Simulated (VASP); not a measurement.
Runs of VASP 6.6.1 on Ni. The structure is that of space group Fd-3m (No. 227), or close to it. The cells are those of the table. 

```csv
cell,k mesh,gap on the mesh (eV),pressure (GPa)
"a = 3.490 Å, angles 60.0°, 2 atoms",18 × 18 × 18,none,-0.2
"a = 3.490 Å, angles 60.0°, 2 atoms",12 × 12 × 12,none,-0.2
"a = 3.536 Å, angles 60.0°, 2 atoms",12 × 12 × 12,none,(b)
"a = 3.625 Å, angles 60.0°, 2 atoms",12 × 12 × 12,none,-10.4
"a = 3.443 Å, angles 60.0°, 2 atoms",12 × 12 × 12,none,5.0
"a = 3.345 Å, angles 60.0°, 2 atoms",12 × 12 × 12,none,19.8
"a = 3.490 Å, angles 60.0°, 2 atoms",11 × 11 × 11,none,-0.2
"a = 3.581 Å, angles 60.0°, 2 atoms",12 × 12 × 12,none,(a)
```

Alike in all rows: task single point; level LDA; potentials or basis VASP PAW LDA potentials, release 64 (Ni); no spin polarisation; cutoff (eV) 520; smearing fermi-dirac 0.1 eV.

Question: Estimate the missing entries.

Answer: (a) -7.7; (b) -4.4.

Caveats: the run has no spin polarisation, though such a crystal can be magnetic.

A gap of «none» marks levels without a gap at the run's occupations.
